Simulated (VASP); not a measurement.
# TaN in VASP: a series of runs, part 2 of 3

VASP 6.6.1. Earlier steps stand in the parts before.

## 4. Electric field gradients, PBE (equal xy, yz and zx shear strains of +1.5 %)

Input file INCAR:

```
SYSTEM = TaN
PREC = Accurate
ENCUT = 520
EDIFF = 1E-8
ISMEAR = -1
SIGMA = 0.02
LREAL = .FALSE.
LASPH = .TRUE.
NELM = 120
ALGO = Normal
ISIF = 2
LWAVE = .FALSE.
LCHARG = .FALSE.
GGA = PE
LEFG = .TRUE.
NBANDS = 16
GGA_COMPAT = .FALSE.
```

Input file KPOINTS:

```
regular mesh
0
G
  9 9 9
  0 0 0
```

Input file POSCAR:

```
TaN
1.0
    0.0326850000      2.1953425000      2.1953425000
    2.1953425000      0.0326850000      2.1953425000
    2.1953425000      2.1953425000      0.0326850000
Ta N
1 1
Direct
    0.5000000000      0.5000000000      0.5000000000
    0.0000000000      0.0000000000      0.0000000000
```

Potentials or basis: VASP PAW PBE potentials, release 64 (Ta_sv_GW, N).

Run with:

```console
$ cat potpaw_PBE.64/Ta_sv_GW/POTCAR potpaw_PBE.64/N/POTCAR > POTCAR
$ mpirun -np 1 vasp_std > vasp.out
```

OUTCAR:

```text
SYSTEM = TaN
   PREC = Accurate
   ENCUT = 520
   EDIFF = 1E-8
   ISMEAR = -1
   LREAL = .FALSE.
   LASPH = .TRUE.
   NELM = 120
   ISIF = 2
   GGA = PE

 ion  position               nearest neighbor table
   1  0.500  0.500  0.500-   2 2.18   2 2.18   2 2.18   2 2.18   2 2.18   2 2.18
   2  0.000  0.000  0.000-   1 2.18   1 2.18   1 2.18   1 2.18   1 2.18   1 2.18

  LATTYP: Found a trigonal (rhomboedric) cell.
 ALAT       =     3.1048551808
 COS(alpha) =     0.5148312781

  Lattice vectors:

 A1 = (   0.0326850000,   2.1953425000,   2.1953425000)
[... 669 lines left out ...]
  free  energy   TOTEN  =       -24.3131909091 eV

  energy  without entropy=      -24.3115707172  energy(sigma->0) =      -24.31238081

 Electric field gradients (V/A^2)
---------------------------------------------------------------------
 ion       V_xx      V_yy      V_zz      V_xy      V_xz      V_yz
---------------------------------------------------------------------
   1      -0.000     0.000    -0.000    -0.888    -0.888    -0.888
   2       0.000     0.000    -0.000     0.839     0.839     0.839
---------------------------------------------------------------------

 Electric field gradients after diagonalization (V/A^2)
 (convention: |V_zz| > |V_xx| > |V_yy|)
----------------------------------------------------------------------
 ion       V_xx      V_yy      V_zz     asymmetry (V_yy - V_xx)/ V_zz
----------------------------------------------------------------------
   1       0.888     0.888    -1.777       0.000
   2      -0.839    -0.839     1.679       0.000
----------------------------------------------------------------------

           NMR quadrupolar parameters

 Cq : quadrupolar parameter    Cq=e*Q*V_zz/h
 eta: asymmetry parameters     (V_yy - V_xx)/ V_zz
 Q  : nuclear electric quadrupole moment in mb (millibarn)
----------------------------------------------------------------------
 ion       Cq(MHz)       eta       Q (mb)
----------------------------------------------------------------------
   1      -0.004       0.000       1.000
   2       0.004       0.000       1.000
----------------------------------------------------------------------
```

stdout:

```text
POSCAR found type information on POSCAR TaN
 POSCAR found :  2 types and       2 ions
 scaLAPACK will be used
 LDA part: xc-table for (Slater+PW92), standard interpolation
 POSCAR, INCAR and KPOINTS ok, starting setup
 FFT: planning ... GRIDC
 FFT: planning ... GRID_SOFT
 FFT: planning ... GRID
 WAVECAR not read
 entering main loop
ion   1

ion   2
```

It took 18 s on 1 thread of AMD EPYC 9R45 (Zen 5), shared host; peak memory 0.14 GiB.

What came out:

```yaml
Free_energy: -24.3132 eV
Pressure: 14.4 GPa
Band_gap_on_the_k_mesh: zero (band 9 reaches 15.79 eV, above the bottom of band 10 at 12.19 eV)
```

Electric field gradients, principal values (V/Å²):
```tsv
atom	least	middle	greatest (by size)
1 Ta	0.888	0.888	-1.777
2 N	-0.839	-0.839	1.679
```

Caveat: the cell differs from its parent crystal (equal xy, yz and zx shear strains of +1.5 %); without QUAD_EFG the Cq values of the log hold for a quadrupole moment of 1 mb, not for the nuclei; spin-orbit coupling is left out, which moves the levels of the heavy elements.

## 5. Electric field gradients, PBE (zz strain of -3 %)

Input file INCAR:

```
ALGO = Normal
EDIFF = 1E-8
ENCUT = 520
GGA = PE
GGA_COMPAT = F
ISIF = 2
ISMEAR = -1
LASPH = T
LCHARG = F
LEFG = T
LREAL = F
LWAVE = F
NBANDS = 15
NELM = 120
PREC = Accurate
SIGMA = 0.02
```

Input file KPOINTS:

```
k-points
0
Gamma
  9 9 9
```

Input file POSCAR:

```
TaN
1.0
    0.0000000000      2.1790000000      2.1136300000
    2.1790000000      0.0000000000      2.1136300000
    2.1790000000      2.1790000000      0.0000000000
Ta N
1 1
Direct
    0.5000000000      0.5000000000      0.5000000000
    0.0000000000      0.0000000000      0.0000000000
```

Potentials or basis: VASP PAW PBE potentials, release 64 (Ta_pv, N).

Run with:

```console
$ cat potpaw_PBE.64/Ta_pv/POTCAR potpaw_PBE.64/N/POTCAR > POTCAR
$ mpirun -np 1 vasp_std > vasp.out
```

OUTCAR:

```text
EDIFF = 1E-8
   ENCUT = 520
   GGA = PE
   ISIF = 2
   ISMEAR = -1
   LASPH = T
   LREAL = F
   NELM = 120
   PREC = Accurate

 ion  position               nearest neighbor table
   1  0.500  0.500  0.500-   2 2.11   2 2.11   2 2.18   2 2.18   2 2.18   2 2.18
   2  0.000  0.000  0.000-   1 2.11   1 2.11   1 2.18   1 2.18   1 2.18   1 2.18

  LATTYP: Found a body centered tetragonal cell.
 ALAT       =     3.0815713524
 C/A-ratio  =     1.3717871555

  Lattice vectors:

 A1 = (   0.0000000000,  -2.1790000000,  -2.1136300000)
 A2 = (   0.0000000000,   2.1790000000,  -2.1136300000)
 A3 = (   2.1790000000,   0.0000000000,   2.1136300000)

Analysis of symmetry for initial positions (statically):
=====================================================================
 Subroutine PRICEL returns:
 Original cell was already a primitive cell.

 Routine SETGRP: Setting up the symmetry group for a
 body centered tetragonal supercell.

 Subroutine GETGRP returns: Found 16 space group operations
 (whereof 16 operations were pure point group operations)
 out of a pool of 16 trial point group operations.

The static configuration has the point symmetry D_4h.

Analysis of symmetry for dynamics (positions and initial velocities):
=====================================================================
 Subroutine PRICEL returns:
 Original cell was already a primitive cell.

 Routine SETGRP: Setting up the symmetry group for a
 body centered tetragonal supercell.

 Subroutine GETGRP returns: Found 16 space group operations
 (whereof 16 operations were pure point group operations)
 out of a pool of 16 trial point group operations.

The dynamic configuration has the point symmetry D_4h.

 Subroutine INISYM returns: Found 16 space group operations
 (whereof 16 operations are pure point group operations),
 and found     1 'primitive' translations

----------------------------------------------------------------------------------------

                                     Primitive cell

  volume of cell :      20.0712

  direct lattice vectors                    reciprocal lattice vectors
     0.000000000  2.179000000  2.113630000    -0.229463056  0.229463056  0.236559852
     2.179000000  0.000000000  2.113630000     0.229463056 -0.229463056  0.236559852
     2.179000000  2.179000000  0.000000000     0.229463056  0.229463056 -0.236559852

  length of vectors
     3.035699718  3.035699718  3.081571352     0.401580816  0.401580816  0.401580816

  position of ions in fractional coordinates (direct lattice)
     0.500000000  0.500000000  0.500000000
     0.000000000  0.000000000  0.000000000

  ion indices of the primitive-cell ions
   primitive index   ion index
                 1           1
                 2           2

----------------------------------------------------------------------------------------

 KPOINTS: k-points

Automatic generation of k-mesh.
[... 77 lines left out ...]
   NELECT =      16.0000    total number of electrons
   NUPDOWN=      -1.0000    fix difference up-down
   EMIN   =  10.00;   EMAX   =-10.00  energy-range for DOS
   EFERMI =   0.00;   METHOD = LEGACY
   ISMEAR =    -1;   SIGMA  =   0.02  broadening in eV -4-tet -1-fermi 0-gaus
   EFERMI_NEDOS =   21; number of points for ismear=-14 and -15
   IALGO  =     38    algorithm
   IMIX   =      4    mixing-type and parameters
     AMIX     =   0.40;   BMIX     =  1.00
     AMIX_MAG =   1.60;   BMIX_MAG =  1.00
  volume/ion in A,a.u.               =      10.04        67.72
  Fermi-wavevector in a.u.,A,eV,Ry     =   1.517948  2.868507 31.350101  2.304167
  Thomas-Fermi vector in A             =   2.627135
   LORBIT       =      0    0 simple, 1 ext, 2 COOP (PROOUT), +10 PAW based schemes
   GGA     = PE    functional components
   LHFCALC =     F    Hartree Fock is set to
   AEXX    =    0.0000 exact exchange contribution
   IVDW    =     0    specifies the selected vdW correction
   LEPSILON=     F    determine dielectric tensor
   LRPA    =     F    only Hartree local field effects (RPA)
 non-spin polarized calculation
  energy-cutoff  :      520.00
  volume of cell :       20.07
 maximum number of plane-waves:       556
   NGX = 11   NGY = 11   NGZ = 11

 number of electron      15.9999997 magnetization

 Free energy of the ion-electron system (eV)
  ---------------------------------------------------
  ext. energy  EPLUGINS =         0.00000000
  ---------------------------------------------------
  free energy    TOTEN  =       -21.66865225 eV

  energy without entropy =      -21.66804388  energy(sigma->0) =      -21.66834807

 E-fermi :  10.1126     XC(G=0): -13.7589

 val. band max:       10.0629433567   @ k =   0.2222  -0.0000   0.1111
 cond. band min:      10.1323509809   @ k =  -0.2222   0.0000   0.2222
 fundamental gap:      0.0694076243
 Fermi energy:        10.1125689692

 k-point     1 :       0.0000    0.0000    0.0000
  band No.  band energies     occupation
      1     -25.4522      2.00000
      2     -25.4522      2.00000
      3     -25.4217      2.00000
      4      -9.1392      2.00000
      5       6.1529      2.00000
      6       6.1529      2.00000
      7       6.3390      2.00000
      8       7.8270      2.00000
      9       7.8270      2.00000
     10       8.1980      2.00000
     11      10.0571      1.88233
     12      10.3216      0.00006
     13      12.4774      0.00000
     14      19.6521      0.00000
[... 401 lines left out ...]
      2     -25.8221      2.00000
      3     -25.8221      2.00000
      4      -7.8000      2.00000
      5       3.3999      2.00000
      6       4.3695      2.00000
      7       5.2735      2.00000
      8       5.2735      2.00000
      9      12.4526      0.00000
     10      14.0837      0.00000
     11      14.0837      0.00000
     12      15.1957      0.00000
     13      18.3440      0.00000
     14      19.8700      0.00000
     15      22.7324      0.00000

 [... further k-points ...]
[... 5 lines left out ...]
  --------------------------------------------------------------------------------------
  -------------------------------------------------------------------------------------
  Total        2.5688430      2.5688430      5.8642991      0.0000000     -0.0000000      0.0000000
  in kB      205.0570558    205.0570558    468.1157712      0.0000000     -0.0000000      0.0000000
  external PRESSURE =     292.7432943 kB  Pullay stress =       0.0000000 kB

 VOLUME and BASIS-vectors are now :
 -----------------------------------------------------------------------------
  energy-cutoff  :      520.00
  volume of cell :       20.07
      direct lattice vectors                 reciprocal lattice vectors
     0.000000000  2.179000000  2.113630000    -0.229463056  0.229463056  0.236559852
     2.179000000  0.000000000  2.113630000     0.229463056 -0.229463056  0.236559852
     2.179000000  2.179000000  0.000000000     0.229463056  0.229463056 -0.236559852

 POSITION                                       TOTAL-FORCE (eV/Angst)
 -----------------------------------------------------------------------------------
      2.17900      2.17900      2.11363        -0.000000     -0.000000     -0.000000
      0.00000      0.00000      0.00000         0.000000      0.000000      0.000000
 -----------------------------------------------------------------------------------
    total drift:                                0.000000     -0.000000     -0.000000

  FREE ENERGIE OF THE ION-ELECTRON SYSTEM (eV)
  ---------------------------------------------------
  free  energy   TOTEN  =       -21.6686522465 eV

  energy  without entropy=      -21.6680438849  energy(sigma->0) =      -21.66834807

 Electric field gradients (V/A^2)
---------------------------------------------------------------------
 ion       V_xx      V_yy      V_zz      V_xy      V_xz      V_yz
---------------------------------------------------------------------
   1      77.411    77.411  -154.821    -0.000     0.001     0.001
   2       6.334     6.334   -12.668    -0.000    -0.000    -0.000
---------------------------------------------------------------------

 Electric field gradients after diagonalization (V/A^2)
 (convention: |V_zz| > |V_xx| > |V_yy|)
----------------------------------------------------------------------
 ion       V_xx      V_yy      V_zz     asymmetry (V_yy - V_xx)/ V_zz
----------------------------------------------------------------------
   1      77.411    77.410  -154.821       0.000
   2       6.334     6.334   -12.668       0.000
----------------------------------------------------------------------

           NMR quadrupolar parameters

 Cq : quadrupolar parameter    Cq=e*Q*V_zz/h
 eta: asymmetry parameters     (V_yy - V_xx)/ V_zz
 Q  : nuclear electric quadrupole moment in mb (millibarn)
----------------------------------------------------------------------
 ion       Cq(MHz)       eta       Q (mb)
----------------------------------------------------------------------
   1      -0.374       0.000       1.000
   2      -0.031       0.000       1.000
----------------------------------------------------------------------
```

Wall time 8.2 s (1 thread of Intel Xeon 6975P-C (Granite Rapids), shared host); peak memory 0.15 GiB.

What came out:

| Item | Value |
| --- | --- |
| Free energy | -21.6687 eV |
| Pressure | 29.3 GPa |
| Band gap on the k mesh | zero (band 8 reaches 11.86 eV, above the bottom of band 9 at 7.83 eV) |

Electric field gradients, principal values (V/Å²):
| atom | least | middle | greatest (by size) |
| --- | --- | --- | --- |
| 1 Ta | 77.410 | 77.411 | -154.821 |
| 2 N | 6.334 | 6.334 | -12.668 |

Caveat: the cell differs from its parent crystal (zz strain of -3 %); without QUAD_EFG the Cq values of the log hold for a quadrupole moment of 1 mb, not for the nuclei; spin-orbit coupling is left out, which moves the levels of the heavy elements.

[end of part 2 of 3]
